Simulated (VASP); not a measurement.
Input of a VASP 6.6.1 run:

INCAR

```
ALGO = Normal
EDIFF = 1E-7
ENCUT = 520
GGA = PE
ISIF = 2
ISMEAR = 0
LASPH = T
LCHARG = F
LREAL = F
LWAVE = F
NBANDS = 15
NELM = 100
PREC = Accurate
SIGMA = 0.02
```

The input KPOINTS:

```
k-points
0
Gamma
  8 8 8
```

The input POSCAR:

```
BaTe
1.0
    0.0000000000      3.4612091957      3.4612091957
    3.4612091957      0.0000000000      3.4612091957
    3.4612091957      3.4612091957      0.0000000000
Ba Te
1 1
Direct
    0.5000000000      0.5000000000      0.5000000000
    0.0000000000      0.0000000000      0.0000000000
```

Potentials or basis: VASP PAW PBE potentials, release 64 (Ba_sv, Te).

Command:

```bash
$ cat potpaw_PBE.64/Ba_sv/POTCAR potpaw_PBE.64/Te/POTCAR > POTCAR
$ mpirun -np 1 vasp_std > vasp.out
```

Question: Predict the band gap on the k mesh.

Answer: 1.44 eV (least direct gap 1.83 eV).

Question: What does it give for the pressure?

Answer: 2.4 GPa.

Caveat: spin-orbit coupling is left out, which moves the levels of the heavy elements. A k mesh can miss the band edges.
